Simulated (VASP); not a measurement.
# Fe (I4_1/amd) in VASP: relaxation of cell and atoms with PBE

Aim: the relaxation of cell and atoms of Fe with PBE.

Program: VASP 6.6.1. These are calculated values, not measurements. Logs are shortened: lines on timing, memory, paths and dates and some standing lists are left out, and cuts for length are marked.

### Step 1. The cell of the first run

Symmetry: I4_1/amd, No. 141, tetragonal system. The conventional cell has a = 3.682 Å, b = 3.682 Å, c = 2.025 Å, α = 90.00°, β = 90.00°, γ = 90.00°. Fe (site symmetry -4m2) has 10 Fe at 1.91 to 2.39 Å within 2.5 Å.

### Step 2. Relaxation of cell and atoms, PBE, collinear spin, ferromagnetic start, target pressure 320 GPa, at which the enthalpy is minimised

The input, INCAR:

```
SYSTEM = Fe
PREC     = Accurate       ! precision mode
ENCUT    = 600            ! plane-wave cutoff, eV
EDIFF    = 1E-7           ! SCF threshold, eV
ISMEAR   = -1             ! smearing method
SIGMA    = 0.1            ! smearing width, eV
LREAL    = .False.        ! projectors in reciprocal space
LASPH    = .True.         ! aspherical terms in the spheres
NELM     = 150            ! most SCF steps
ALGO     = Normal         ! electronic algorithm
ISIF     = 3              ! what is computed and relaxed
LWAVE    = .False.        ! write WAVECAR
LCHARG   = .False.        ! write CHGCAR
ISPIN    = 2              ! spin polarisation
MAGMOM   = 2.5 2.5        ! initial moments
LORBIT   = 11             ! projections on sites
LMAXMIX  = 4              ! l up to which the mixer works
GGA      = PE             ! functional
IBRION   = 2              ! ionic algorithm
NSW      = 60             ! ionic steps
EDIFFG   = -0.005         ! ionic threshold
PSTRESS  = 3200.0
```

The input, KPOINTS:

```
regular mesh
0
Gamma
  21 21 21
  0 0 0
```

The input, POSCAR:

```
Fe
1.0
   -1.8410506215      1.8410506215      1.0125778418
    1.8410506215     -1.8410506215      1.0125778418
    1.8410506215      1.8410506215     -1.0125778418
Fe
2
Direct
   -0.3750000000     -0.1250000000     -0.2500000000
    0.3750000000      0.1250000000      0.2500000000
```

Potentials or basis: VASP PAW PBE potentials, release 64 (Fe).

The run is started by

```
$ cat potpaw_PBE.64/Fe/POTCAR > POTCAR
$ mpirun -np 1 vasp_std > vasp.out
```

OUTCAR:

```text
SYSTEM = Fe
   PREC = Accurate
   ENCUT = 600
   EDIFF = 1E-7
   ISMEAR = -1
   LREAL = .False.
   LASPH = .True.
   NELM = 150
   ISIF = 3
   ISPIN = 2
   LORBIT = 11
   GGA = PE
   IBRION = 2
   NSW = 60
   EDIFFG = -0.005
   PSTRESS = 3200.0

 ion  position               nearest neighbor table
   1  0.625  0.875  0.750-   2 1.91   2 1.91   2 1.91   2 1.91   2 2.39   2 2.39   2 2.39   2 2.39

   2  0.375  0.125  0.250-   1 1.91   1 1.91   1 1.91   1 1.91   1 2.39   1 2.39   1 2.39   1 2.39

  LATTYP: Found a body centered tetragonal cell.
 ALAT       =     3.6821012430
 C/A-ratio  =     0.5500000000

  Lattice vectors:

 A1 = (  -1.8410506215,   1.8410506215,   1.0125778418)
 A2 = (   1.8410506215,  -1.8410506215,   1.0125778418)
 A3 = (   1.8410506215,   1.8410506215,  -1.0125778418)

Analysis of symmetry for initial positions (statically):
=====================================================================
 Subroutine PRICEL returns:
 Original cell was already a primitive cell.

 Routine SETGRP: Setting up the symmetry group for a
 body centered tetragonal supercell.

 Subroutine GETGRP returns: Found 16 space group operations
 (whereof  4 operations were pure point group operations)
 out of a pool of 16 trial point group operations.

The static configuration has the point symmetry C_2h.
 The point group associated with its full space group is D_4h.

Analysis of symmetry for dynamics (positions and initial velocities):
=====================================================================
 Subroutine PRICEL returns:
 Original cell was already a primitive cell.

 Routine SETGRP: Setting up the symmetry group for a
 body centered tetragonal supercell.

 Subroutine GETGRP returns: Found 16 space group operations
 (whereof  4 operations were pure point group operations)
 out of a pool of 16 trial point group operations.

The dynamic configuration has the point symmetry C_2h.
 The point group associated with its full space group is D_4h.

Analysis of structural, dynamic, and magnetic symmetry:
=====================================================================
 Subroutine PRICEL returns:
 Original cell was already a primitive cell.

 Routine SETGRP: Setting up the symmetry group for a
 body centered tetragonal supercell.

 Subroutine GETGRP returns: Found 16 space group operations
 (whereof  4 operations were pure point group operations)
 out of a pool of 16 trial point group operations.

The overall configuration has the point symmetry C_2h.
 The point group associated with its full space group is D_4h.

 Subroutine INISYM returns: Found 16 space group operations
 (whereof  4 operations are pure point group operations),
 and found     1 'primitive' translations

----------------------------------------------------------------------------------------

                                     Primitive cell

  volume of cell :      13.7284

  direct lattice vectors                    reciprocal lattice vectors
    -1.841050621  1.841050621  1.012577842     0.000000000  0.271584059  0.493789198
     1.841050621 -1.841050621  1.012577842     0.271584059  0.000000000  0.493789198
     1.841050621  1.841050621 -1.012577842     0.271584059  0.271584059  0.000000000

  length of vectors
     2.793608539  2.793608539  2.793608539     0.563547400  0.563547400  0.384077859

  position of ions in fractional coordinates (direct lattice)
     0.625000000  0.875000000  0.750000000
     0.375000000  0.125000000  0.250000000

  ion indices of the primitive-cell ions
   primitive index   ion index
                 1           1
                 2           2

----------------------------------------------------------------------------------------

 KPOINTS: regular mesh

Automatic generation of k-mesh.
 Grid dimensions read from file:
 generate k-points for:   21   21   21

 Generating k-lattice:

[... 41 lines left out ...]
 -0.380952  0.047619  0.000000     16.000000
 [... further k-points ...]
   k-points           NKPTS =    726   k-points in BZ     NKDIM =    726   number of bands    NBANDS=     15
   number of dos      NEDOS =    301   number of ions     NIONS =      2
   total plane-waves  NPLWV =  13824
   dimension x,y,z NGX =    24 NGY =   24 NGZ =   24
   dimension x,y,z NGXF=    48 NGYF=   48 NGZF=   48
   ions per type =               2
   NGX,Y,Z   is equivalent  to a cutoff of  14.28, 14.28, 14.28 a.u.
   NGXF,Y,Z  is equivalent  to a cutoff of  28.56, 28.56, 28.56 a.u.
 SYSTEM =  Fe
   PREC   = accura    normal or accurate (medium, high low for compatibility)
   ISTART =      0    job   : 0-new  1-cont  2-samecut
   ICHARG =      2    charge: 1-file 2-atom 10-const
   ISPIN  =      2    spin polarized calculation?
   LNONCOLLINEAR =      F non collinear calculations
   LSORBIT =      F    spin-orbit coupling
   LASPH  =      T    aspherical Exc in radial PAW
   ENCUT  =  600.0 eV  44.10 Ry    6.64 a.u.   5.58  5.58  5.58*2*pi/ulx,y,z
   NELM   =    150;   NELMIN=  2; NELMDL= -5     # of ELM steps
   EDIFF  = 0.1E-06   stopping-criterion for ELM
   LREAL  =      F    real-space projection
   EDIFFG = -.5E-02   stopping-criterion for IOM
   NSW    =     60    number of steps for IOM
   IBRION =      2    ionic relax: 0-MD 1-quasi-New 2-CG
   NFREE  =      1    steps in history (QN), initial steepest desc. (CG)
   ISIF   =      3    stress and relaxation
   ISYM   =      2    0-nonsym 1-usesym 2-fastsym
   POTIM  = 0.5000    time-step for ionic-motion
   TEBEG  =    0.0;   TEEND  =   0.0 temperature during run
   PSTRESS= 3200.0 pullay stress
   NELECT =      16.0000    total number of electrons
   NUPDOWN=      -1.0000    fix difference up-down
   EMIN   =  10.00;   EMAX   =-10.00  energy-range for DOS
   EFERMI =   0.00;   METHOD = LEGACY
   ISMEAR =    -1;   SIGMA  =   0.10  broadening in eV -4-tet -1-fermi 0-gaus
   EFERMI_NEDOS =   21; number of points for ismear=-14 and -15
   IALGO  =     38    algorithm
   IMIX   =      4    mixing-type and parameters
     AMIX     =   0.40;   BMIX     =  1.00
     AMIX_MAG =   1.60;   BMIX_MAG =  1.00
  volume/ion in A,a.u.               =       6.86        46.32
  Fermi-wavevector in a.u.,A,eV,Ry     =   1.722826  3.255670 40.383874  2.968131
  Thomas-Fermi vector in A             =   2.798818
   LORBIT       =     11    0 simple, 1 ext, 2 COOP (PROOUT), +10 PAW based schemes
   GGA     = PE    functional components
   LHFCALC =     F    Hartree Fock is set to
   AEXX    =    0.0000 exact exchange contribution
   IVDW    =     0    specifies the selected vdW correction
   LEPSILON=     F    determine dielectric tensor
   LRPA    =     F    only Hartree local field effects (RPA)
 conjugate gradient relaxation of ions
 spin polarized calculation
  energy-cutoff  :      600.00
  volume of cell :       13.73
 maximum number of plane-waves:       476
   NGX = 11   NGY = 11   NGZ = 11

--------------------------------------- Ionic step        1  -------------------------------------------

 number of electron      15.9999999 magnetization       0.0251672

 number of electron      15.9999999 magnetization      -0.0032115

 Free energy of the ion-electron system (eV)
  ---------------------------------------------------
  ext. energy  EPLUGINS =         0.00000000
  ---------------------------------------------------
  free energy    TOTEN  =        -9.05121189 eV

  energy without entropy =       -8.94845750  energy(sigma->0) =       -8.99983469

------------------------ aborting loop because EDIFF is reached ----------------------------------------

  FORCE on cell =-STRESS in cart. coord.  units (eV):
  Direction    XX          YY          ZZ          XY          YZ          ZX
  --------------------------------------------------------------------------------------
  -------------------------------------------------------------------------------------
  Total       28.0586077     28.0586077     29.3818268      0.0000000      0.0000000     -0.0000000
  in kB     3274.5892256   3274.5892256   3429.0159585      0.0000000      0.0000000     -0.0000000
  external PRESSURE =     126.0648032 kB  Pullay stress =    3200.0000000 kB
[... 97 lines left out ...]
  energy  without entropy=       -9.2930327097  energy(sigma->0) =       -9.34499468

  enthalpy is  TOTEN    =        18.3599113385 eV   P V=       27.7568679818

[... ionic steps 4 to 8 ...]

--------------------------------------- Ionic step        9  -------------------------------------------

 number of electron      15.9999996 magnetization      -0.0000155

------------------------ aborting loop because EDIFF is reached ----------------------------------------
[... 71 lines left out ...]
--------------------------------------- Ionic step       11  -------------------------------------------

 number of electron      15.9999996 magnetization      -0.0000204

 Free energy of the ion-electron system (eV)
  ---------------------------------------------------
  ext. energy  EPLUGINS =         0.00000000
  ---------------------------------------------------
  free energy    TOTEN  =        -9.32609082 eV

  energy without entropy =       -9.22402887  energy(sigma->0) =       -9.27505985

 E-fermi :  12.6408     XC(G=0): -16.0884

 val. band max:       12.6406792477   @ k =  -0.4286   0.4286   0.3333
 cond. band min:      12.6419766146   @ k =   0.2857   0.0000   0.0000
 fundamental gap:      0.0012973669
 Fermi energy:        12.6408444736

 spin component 1

 k-point     1 :       0.0000    0.0000    0.0000
  band No.  band energies     occupation
      1       1.3492      1.00000
      2       3.0624      1.00000
      3       6.2105      1.00000
      4       7.2808      1.00000
      5       8.1477      1.00000
      6      12.0869      0.99609
      7      12.0869      0.99609
      8      12.1749      0.99062
      9      12.1749      0.99062
     10      14.9175      0.00000
     11      16.2512      0.00000
     12      23.5706      0.00000
     13      23.5706      0.00000
     14      31.6529      0.00000
[... 403 lines left out ...]
      4       8.0749      1.00000
      5       8.8184      1.00000
      6      10.0553      1.00000
      7      11.4297      0.99999
      8      12.6722      0.42226
      9      13.3864      0.00058
     10      13.7321      0.00002
     11      15.1137      0.00000
     12      24.9851      0.00000
     13      26.9440      0.00000
     14      28.5710      0.00000
     15      33.2862      0.00000

 [... further k-points ...]

 spin component 2

 k-point     1 :       0.0000    0.0000    0.0000
  band No.  band energies     occupation
      1       1.3492      1.00000
      2       3.0624      1.00000
      3       6.2105      1.00000
      4       7.2808      1.00000
      5       8.1477      1.00000
      6      12.0869      0.99609
      7      12.0869      0.99609
      8      12.1749      0.99062
      9      12.1749      0.99062
     10      14.9175      0.00000
     11      16.2512      0.00000
     12      23.5706      0.00000
     13      23.5706      0.00000
     14      31.6529      0.00000
[... 448 lines left out ...]
  energy  without entropy=       -9.2240288679  energy(sigma->0) =       -9.27505985

  enthalpy is  TOTEN    =        18.3546173011 eV   P V=       27.6807081254

 reached required accuracy - stopping structural energy minimisation

 total charge

# of ion       s       p       d       tot
------------------------------------------
    1        0.780   1.033   7.205   9.018
    2        0.780   1.033   7.205   9.018
--------------------------------------------------
tot          1.560   2.066  14.409  18.036

 magnetization (x)

# of ion       s       p       d       tot
------------------------------------------
    1       -0.000  -0.000  -0.000  -0.000
    2       -0.000  -0.000  -0.000  -0.000
--------------------------------------------------
tot         -0.000  -0.000  -0.000  -0.000
```

Run time: 56 min. Hardware: 1 thread of Oxide Virtual Turin-like, shared host; peak memory 0.38 GiB.

What came out:

```
Free energy                                                : -9.3261 eV
Relaxed volume                                             : 6.93 Å³/atom
Relaxed cell                                               : a = 2.792 Å, b = 2.792 Å, c = 2.792 Å, α = 97.81°, β = 97.81°, γ = 136.74°
Space group after relaxing (to 0.1 Å)                      : I4_1/amd (No. 141)
Energy change on relaxing (the run minimises the enthalpy) : -137.4 meV/atom
Ionic steps                                                : 11
Pressure after relaxing                                    : 320.0 GPa
Band gap on the k mesh                                     : zero (filled and empty bands overlap)
Net moment                                                 : 0.00 μB per cell
```

Step by step:
```csv
step,energy change (eV),largest force (eV/Å),pressure (GPa),volume (Å³)
1,0.0000,0.0000,332.61,13.73
2,-1.9464,0.0000,239.09,14.82
3,-0.3457,0.0000,316.16,13.90
4,-0.3316,0.0000,316.84,13.89
5,-0.2193,0.0000,322.81,13.83
6,-0.2718,0.0000,320.16,13.86
7,-0.2731,0.0000,320.09,13.86
8,-0.2859,0.0000,319.48,13.86
9,-0.2756,0.0000,319.97,13.86
10,-0.2764,0.0000,319.92,13.86
11,-0.2749,0.0000,320.01,13.86
```

Final structure:
```xyz
2
Lattice="-1.8350 1.8350 1.0290 1.8350 -1.8350 1.0290 1.8350 1.8350 -1.0290" Properties=species:S:1:pos:R:3 pbc="T T T"
Fe    1.8350    0.9175    0.7718
Fe    0.0000    0.9175    0.2573
```

Levels at points of the mesh, in eV from the Fermi level:
Spin up:
```
           k point  band 6  band 7  band 8  band 9  band 10  band 11
(0.00, 0.00, 0.00)   -0.55   -0.55   -0.47   -0.47     2.28     3.61
```
Spin down:
| k point | band 4 | band 5 | band 6 | band 7 | band 8 | band 9 | band 10 | band 11 | band 12 | band 13 |
| --- | --- | --- | --- | --- | --- | --- | --- | --- | --- | --- |
| (0.00, 0.00, 0.00) | -5.36 | -4.49 | -0.55 | -0.55 | -0.47 | -0.47 | 2.28 | 3.61 | 10.93 | 10.93 |

Caveat: the cell is relaxed towards a set pressure, so the run minimises the enthalpy, not the energy; atoms lie so close that the PAW spheres overlap strongly, which falsifies energies and pressures.
